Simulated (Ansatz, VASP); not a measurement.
# One calculation of Cu2P3, two programs

```
Cu P
1.0
     1.62598    0.93876    7.87032
    -1.62598    0.93876    7.87032
     0.00000   -1.87752    7.87032
Cu P
2 3
Cartesian
  0.0000 0.0000 9.3915
  0.0000 0.0000 14.2195
  0.0000 0.0000 0.0000
  0.0000 0.0000 4.5962
  0.0000 0.0000 19.0148
```

Alike in both runs: functional PBE; k mesh 6 × 6 × 6; occupations gaussian, width 0.1 eV; no spin polarisation.

Ansatz relaxed the structure, and its values are those at the end. VASP's run is a single point on that final structure, the one shown.

```csv
,VASP,Ansatz
version,VASP 6.6.1,Ansatz 0.2.0
potentials or method,"VASP PAW PBE potentials, release 64 (Cu, P), cutoff 520 eV","scalar-relativistic, plane waves, PAW"
valence electrons in the cell,37,53
```

VASP gave:

* gap on the k mesh at the Fermi level (eV): none
* pressure (GPa): 0.3
* rms of the force components (eV/Å): 0.028

Q: Estimate Ansatz's values.

A: gap on the k mesh at the Fermi level (eV): none; pressure (GPa): 0.1; rms of the force components (eV/Å): 0.004.

A gap of «none» marks a metal or a gap that the smearing closes. With one functional, cell and mesh, what is left measures potentials, basis and numerics. VASP's potentials hold 37 valence electrons a cell and Ansatz's 53, so a difference there can come from the potentials and not from the codes.

The k mesh is coarse, so the values compare programs but aren't converged.
